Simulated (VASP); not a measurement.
The system is FePt.

```
Pt Fe
1.0
     2.72350    0.00000    0.00000
     0.00000    2.72350    0.00000
     0.00000    0.00000    3.72000
Pt Fe
1 1
Direct
  0.50000 0.50000 0.50000
  0.00000 0.00000 0.00000
```

Base run:

```yaml
Program: VASP 6.6.1
Functional: r2SCAN
Potentials_or_basis: VASP PAW PBE potentials, release 64 (Pt, Fe)
Cutoff: 520 eV
k_mesh: 10 × 10 × 7
Occupations: fermi-dirac, width 0.05 eV
Spin: collinear spin, ferromagnetic start
Starting_moments: "[0.0, 3.0] μB"
```

Its results: pressure 2.3 GPa; net moment 3.59 μB per cell; site moments Pt +0.36; Fe +3.26 μB.

Problem. The run is repeated on the same cell with these changes: functional from r2SCAN to PBEsol; dispersion from none to D3(BJ). What comes out?

Solution. Pressure -12.3 GPa; net moment 3.27 μB per cell; site moments Pt +0.34; Fe +2.90 μB.

Several settings changed at once.

Caveats: the PAW data sets were made with another functional, which shifts forces and pressure a little; three body term missing (at least some runs); the cell stands under tension (at least some runs).
